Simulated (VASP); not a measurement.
Input of a VASP 6.6.1 run:

The input INCAR:

```
SYSTEM = BN
PREC = Accurate
ENCUT = 520
EDIFF = 1E-6
ISMEAR = 0
SIGMA = 0.02
LREAL = .FALSE.
LASPH = .TRUE.
NELM = 100
ALGO = Normal
ISIF = 2
LWAVE = .FALSE.
LCHARG = .FALSE.
GGA = PS
IBRION = 2
NSW = 60
EDIFFG = -0.002
```

File KPOINTS:

```
regular mesh
0
G
  9 9 6
  0 0 0
```

POSCAR

```
BN
1.0
    2.5024521521      0.0000000000      0.0000000000
   -1.2512260761      2.1671871355      0.0000000000
    0.0000000000      0.0000000000      4.2100964420
B N
2 2
Direct
    0.3333333333      0.6666666667      0.0000745351
    0.6666666667      0.3333333333      0.5000745351
    0.3333333333      0.6666666667      0.3739254649
    0.6666666667      0.3333333333      0.8739254649
```

Potentials or basis: VASP PAW PBE potentials, release 64 (B, N).

The run is started by

```sh
$ cat potpaw_PBE.64/B/POTCAR potpaw_PBE.64/N/POTCAR > POTCAR
$ mpirun -np 1 vasp_std > vasp.out
```

Problem. Estimate the energy gained by relaxing.

Solution. 0.0 meV/atom.

Problem. Estimate the band gap on the k mesh.

Solution. 4.78 eV, indirect (least direct gap 8.18 eV).

Final structure:
```
CELL_PARAMETERS angstrom
2.50245 0.00000 0.00000
-1.25123 2.16719 0.00000
0.00000 0.00000 4.21010
ATOMIC_POSITIONS crystal
B 0.33333 0.66667 0.00012
B 0.66667 0.33333 0.50012
N 0.33333 0.66667 0.37388
N 0.66667 0.33333 0.87388
```

Caveat: the cell differs from its parent crystal (strained cell). A k mesh can miss the band edges.
